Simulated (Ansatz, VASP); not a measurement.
## Al3W in VASP and in Ansatz

```xyz
4
Lattice="3.9419 0.0000 0.0000 0.0000 3.9419 0.0000 0.0000 0.0000 3.9419" Properties=species:S:1:pos:R:3 pbc="T T T"
Al    1.9710    0.0000    0.0000
Al    0.0000    1.9710    0.0000
Al    0.0000    0.0000    1.9710
W     1.9710    1.9710    1.9710
```

Alike in both runs: functional PBE; k mesh 12 × 12 × 12; occupations gaussian, width 0.1 eV; no spin polarisation.

Ansatz relaxed the structure, and its values are those at the end. VASP's run is a single point on that final structure, the one shown.

|  | VASP | Ansatz |
| --- | --- | --- |
| version | VASP 6.6.1 | Ansatz 0.2.0 |
| potentials or method | VASP PAW PBE potentials, release 64 (Al, W_sv), cutoff 520 eV | scalar-relativistic, plane waves, PAW |
| valence electrons in the cell | 23 | 23 |

|  | VASP | Ansatz | Ansatz less VASP |
| --- | --- | --- | --- |
| gap on the k mesh at the Fermi level (eV) | none | none | - |
| pressure (GPa) | 0.0 | 0.0 | 0.00 |

A gap of «none» marks a metal or a gap that the smearing closes.

Spin-orbit coupling is off throughout.
